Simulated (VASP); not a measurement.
Runs of VASP 6.6.1 on SiC. The structure is that of space group P6_3mc (No. 186), or close to it. The cells are those of the table. 

| cell | gap on the mesh (eV) | pressure (GPa) | largest force (eV/Å) |
| --- | --- | --- | --- |
| a = 3.029, b = 3.029, c = 5.105 Å, angles 90.0, 90.0, 120.0°, 4 atoms | (d) | 2.3 | 1.31 |
| a = 2.979, b = 2.979, c = 5.280 Å, angles 90.0, 90.0, 120.0°, 4 atoms | (b) | (a) | 2.28 |
| a = 3.142, b = 3.142, c = 4.745 Å, angles 90.0, 90.0, 120.0°, 4 atoms | 1.66 | 12.5 | 6.27 |
| a = 3.084, b = 3.084, c = 4.926 Å, angles 90.0, 90.0, 120.0°, 4 atoms | (c) | 2.1 | 2.25 |

Alike in all rows: task single point; level LDA; potentials or basis VASP PAW LDA potentials, release 64 (Si, C); no spin polarisation; k mesh 12 × 12 × 6; cutoff (eV) 520; smearing gaussian 0.05 eV.

Estimate the missing entries.

(a) 13.6; (b) 2.24; (c) 1.16; (d) 2.20.

Caveats: forces of over 1 eV/Å act on the atoms, so gaps and moduli don't describe the material at rest.

A k mesh can miss the band edges.
